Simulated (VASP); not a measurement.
A run of VASP 6.6.1:

INCAR

```
SYSTEM = SrHfBr6
ALGO = Normal
EDIFF = 1E-6
ENCUT = 520
GGA = PS
ISIF = 2
ISMEAR = -1
LASPH = .TRUE.
LCHARG = .FALSE.
LREAL = .FALSE.
LWAVE = .FALSE.
NBANDS = 41
NELM = 80
PREC = Accurate
SIGMA = 0.03
```

Contents of KPOINTS:

```
k-points
0
G
  4 4 4
  0 0 0
```

POSCAR

```
SrHfBr6
1.0
    0.0000000000      5.5795779855      5.5795779855
    5.5795779855      0.0000000000      5.5795779855
    5.5795779855      5.5795779855      0.0000000000
Sr Hf Br
1 1 6
Direct
    0.5000000000      0.5000000000      0.5000000000
    0.0000000000      0.0000000000      0.0000000000
    0.7682801978      0.2317198022      0.2317198022
    0.2317198022      0.7682801978      0.7682801978
    0.2317198022      0.7682801978      0.2317198022
    0.7682801978      0.2317198022      0.7682801978
    0.2317198022      0.2317198022      0.7682801978
    0.7682801978      0.7682801978      0.2317198022
```

Potentials or basis: VASP PAW PBE potentials, release 64 (Sr_sv, Hf_pv, Br).

Command:

```console
$ cat potpaw_PBE.64/Sr_sv/POTCAR potpaw_PBE.64/Hf_pv/POTCAR potpaw_PBE.64/Br/POTCAR > POTCAR
$ mpirun -np 1 vasp_std > vasp.out
```

Hardware: 1 thread of Oxide Virtual Turin-like Processor, on a shared host.

Q: How long does it take, and how much memory?

A: Wall time 5 min on 1 thread of Oxide Virtual Turin-like Processor, on a shared host, peak memory 0.48 GiB. Counts: scf iterations 15, k points 8.
